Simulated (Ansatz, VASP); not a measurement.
# One calculation of P, two programs

```
P
1.0
     1.65500   -5.25000    0.00000
     1.65500    5.25000    0.00000
     0.00000    0.00000    4.38000
P
4
Direct
  0.09800 0.90200 0.91000
  0.59800 0.40200 0.59000
  0.90200 0.09800 0.09000
  0.40200 0.59800 0.41000
```

Alike in both runs: task electric field gradients; functional PBE; k mesh 13 × 13 × 9; occupations fermi-dirac, width 0.05 eV; no spin polarisation.

```csv
,VASP,Ansatz
version,VASP 6.6.1,Ansatz 0.2.0
potentials or method,"VASP PAW PBE potentials, release 64 (P)","PAW with Ansatz's default frozen-core files, scalar-relativistic"
plane-wave cutoff (eV),520,420
valence electrons in the cell,20,20
```

Ansatz gave:

| Property | Result |
| --- | --- |
| pressure (GPa) | 6.3 |
| traceless stress, the component that is largest in VASP (GPa) | -1.61 |
| rms of the force components (eV/Å) | 0.586 |
| size of Vzz on the site where it differs most (V/Å²) | 85.1 |

Problem. What did VASP give for the same quantities?

Solution. Pressure (GPa): 5.9; traceless stress, the component that is largest in VASP (GPa): -1.67; rms of the force components (eV/Å): 0.555; size of Vzz on the site where it differs most (V/Å²): 82.1.

Atom by atom the forces differ by 0.032 eV/Å (rms over components).
